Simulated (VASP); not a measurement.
Input of a VASP 6.6.1 run:

INCAR

```
ALGO     = Normal         # electronic algorithm
EDIFF    = 1E-6           # SCF threshold, eV
EDIFFG   = -0.04          # ionic threshold
ENCUT    = 600            # plane-wave cutoff, eV
GGA      = PE             # functional
IBRION   = 2              # ionic algorithm
ISIF     = 3              # what is computed and relaxed
ISMEAR   = 0              # smearing method
LASPH    = T              # aspherical terms in the spheres
LCHARG   = F              # write CHGCAR
LREAL    = F              # projectors in reciprocal space
LWAVE    = F              # write WAVECAR
NELM     = 60             # most SCF steps
NSW      = 90             # ionic steps
PREC     = Accurate       # precision mode
SIGMA    = 0.1            # smearing width, eV
```

Contents of KPOINTS:

```
k-points
0
Gamma
  6 6 2
```

Contents of POSCAR:

```
MgBe2Te2O
1.0
    4.3674951400      0.0000000000      0.0000000000
   -2.1837475700      3.7823617500      0.0000000000
    0.0000000000      0.0000000000      7.8633194800
Mg Be Te O
1 2 2 1
Direct
    0.0000000000      0.0000000000      0.0000000000
    0.3333333300      0.6666666700      0.0000000000
    0.6666666700      0.3333333300      0.0000000000
    0.0000000000      0.0000000000      0.7411363400
    0.0000000000      0.0000000000      0.2588636600
    0.0000000000      0.0000000000      0.5000000000
```

Potentials or basis: VASP PAW PBE potentials, release 64 (Mg, Be, Te, O).

Run with:

```sh
$ cat potpaw_PBE.64/Mg/POTCAR potpaw_PBE.64/Be/POTCAR potpaw_PBE.64/Te/POTCAR potpaw_PBE.64/O/POTCAR > POTCAR
$ mpirun -np 1 vasp_std > vasp.out
```

What does it give for the space group after relaxing (to 0.1 Å)?

P6/mmm (No. 191).

Predict the relaxed cell.

a = 4.183 Å, b = 4.183 Å, c = 9.617 Å, α = 90.00°, β = 90.00°, γ = 120.00°.

Forces in eV/Å, atoms in the order of the input:
```
Mg   0.000  0.000  0.000
Be   0.000  0.000  0.000
Be   0.000  0.000  0.000
Te   0.000  0.000 -0.005
Te   0.000  0.000  0.005
O    0.000  0.000  0.000
```

Caveat: the k points lie up to 0.33 Å⁻¹ apart in the final cell, too coarse for converged energies and pressures of a metal; a cell axis changed by over 15 % at a fixed basis, so the end point is rough.
